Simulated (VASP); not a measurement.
Crystal: Ag3SnSe.

```
CELL_PARAMETERS angstrom
5.14016 0.00000 0.00000
-2.57008 4.45151 0.00000
0.00000 0.00000 6.19692
ATOMIC_POSITIONS crystal
Ag 0.50000 0.00000 0.50000
Ag 0.00000 0.50000 0.50000
Ag 0.50000 0.50000 0.50000
Sn 0.00000 0.00000 0.00000
Se 0.00000 0.00000 0.50000
```

The cell was built from a structure type or drawn by symmetry, and may not be a known phase.

```yaml
Program: VASP 6.6.1
Task: relaxation of cell and atoms
Functional: PBE
Potentials_or_basis: VASP PAW PBE potentials, release 64 (Ag, Sn_d, Se)
Cutoff: 600 eV
k_mesh: 6 × 6 × 4
Occupations: gaussian, width 0.1 eV
Spin: no spin polarisation
```

At the start: pressure 10.2 GPa; volume 28.36 Å³/atom.

Problem. Where does the relaxation end?

Solution. Over 6 steps the energy falls by 238.0 meV/atom and the volume is 31.82 Å³/atom (+12.2 %); space group P6/mmm (No. 191, to 0.1 Å) before and after.

Step by step:
```
step  energy change (eV)  largest force (eV/Å)  pressure (GPa)  volume (Å³)
   1              0.0000                0.0000           10.22       141.79
   2             -0.9352                0.0000           -3.27       180.91
   3             -1.1179                0.0000           -0.74       166.18
   4             -1.1186                0.0000           -0.95       167.11
   5             -1.1660                0.0000           -0.60       163.41
   6             -1.1899                0.0000           -0.03       159.11
```

Final structure:
```
CELL_PARAMETERS angstrom
5.62103 0.00000 0.00000
-2.81052 4.86796 0.00000
0.00000 0.00000 5.81486
ATOMIC_POSITIONS crystal
Ag 0.50000 0.00000 0.50000
Ag 0.00000 0.50000 0.50000
Ag 0.50000 0.50000 0.50000
Sn 0.00000 0.00000 0.00000
Se 0.00000 0.00000 0.50000
```
